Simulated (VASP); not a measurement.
Ba2C, 3 atoms in the cell. Symmetry: Fm-3m, No. 225, cubic system. Conventional cell: a = 7.013 Å, b = 7.013 Å, c = 7.013 Å, α = 90.00°, β = 90.00°, γ = 90.00°. C (site symmetry m-3m) has 8 Ba at 3.04 Å within 4.0 Å. Within 4.0 Å of Ba (site symmetry -43m) lie 4 C at 3.04 Å and 6 Ba at 3.51 Å. 

```yaml
Program: VASP 6.6.1
Task: single point
Functional: PBE
Potentials_or_basis: VASP PAW PBE potentials, release 64 (C, Ba_sv)
Cutoff: 520 eV
k_mesh: 4 × 4 × 4
Occupations: fermi-dirac, width 0.02 eV
Spin: no spin polarisation
Dipole_correction: no
Further_INCAR_settings: ALGO = Normal; EDIFF = 1e-06; NBANDS = 19
```

Potentials or basis: VASP PAW PBE potentials, release 64 (C, Ba_sv).

Run with:

```sh
$ cat potpaw_PBE.64/C/POTCAR potpaw_PBE.64/Ba_sv/POTCAR > POTCAR
$ mpirun -np 1 vasp_std > vasp.out
```

Hardware: 1 thread of Intel(R) Xeon(R) Platinum 8488C (Sapphire Rapids), with other jobs on the host.

Task: How long does it take, and how much memory?

Result: It took 26 s on 1 thread of Intel(R) Xeon(R) Platinum 8488C (Sapphire Rapids), on a shared host, peak memory 0.23 GiB. Counts: scf iterations 13, k points 8.
